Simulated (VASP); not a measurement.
## Si4O: single point with PBE

Crystal: Si4O.

```xyz
5
Lattice="2.5654 0.0000 0.0000 0.0000 5.8173 0.0000 0.0000 0.0000 6.1781" Properties=species:S:1:pos:R:3 pbc="T T T"
Si    1.2827    1.5484    0.0000
Si    1.2827    4.2688    0.0000
Si    0.0000    2.9086    4.3263
Si    0.0000    2.9086    1.8518
O     0.0000    0.0000    0.0000
```

The cell was generated, and may not be a known phase.

```json
{
 "Program": "VASP 6.6.1",
 "Task": "single point",
 "Functional": "PBE",
 "Potentials or basis": "VASP PAW PBE potentials, release 64 (Si, O)",
 "Cutoff": "520 eV",
 "k mesh": "6 × 4 × 4",
 "Occupations": "gaussian, width 0.1 eV",
 "Spin": "no spin polarisation"
}
```

| Quantity | Value |
| --- | --- |
| Pressure | 0.1 GPa |
| Largest force | 0.015 eV/Å |
| Band gap on the k mesh | zero (bands 11 and 12 overlap by 3.40 eV) |

Forces in eV/Å, atoms in the order of the input:
```
Si   0.000  0.015  0.000
Si   0.000 -0.015  0.000
Si   0.000  0.000 -0.004
Si   0.000  0.000  0.004
O    0.000  0.000  0.000
```

Stress tensor (GPa, compression positive):
```
 0.05  0.00  0.00
 0.00  0.20  0.00
 0.00  0.00 -0.10
```

Levels at points of the mesh, in eV from the Fermi level:
```tsv
k point	band 8	band 9	band 10	band 11	band 12	band 13	band 14	band 15
(0.00, 0.00, 0.00)	-4.57	-4.03	-1.38	-0.45	1.30	1.70	3.82	3.97
(0.50, 0.00, 0.00)	-3.96	-3.88	-3.28	-2.22	-0.99	1.05	1.18	3.21
(0.00, 0.50, 0.00)	-4.62	-2.58	-1.46	0.72	2.00	2.46	2.78	3.56
(0.50, 0.50, 0.00)	-3.80	-3.29	-3.27	-2.56	-1.64	0.30	0.83	1.67
(0.00, 0.00, 0.50)	-4.27	-4.27	-4.22	-1.11	1.83	2.29	2.44	5.99
(0.50, 0.00, 0.50)	-4.52	-3.84	-0.74	-0.12	0.20	0.60	0.72	1.13
(0.00, 0.50, 0.50)	-4.62	-3.77	-3.38	1.50	2.07	2.47	2.56	3.03
(0.50, 0.50, 0.50)	-4.76	-3.17	-1.54	-0.33	-0.30	-0.01	0.49	1.44
```

Wall time 40 s on 1 thread of Intel(R) Xeon(R) 6975P-C (Granite Rapids), with other jobs on the host, peak memory 0.21 GiB.

Caveat: the k points lie up to 0.41 Å⁻¹ apart, too coarse for converged energies and pressures of a metal.
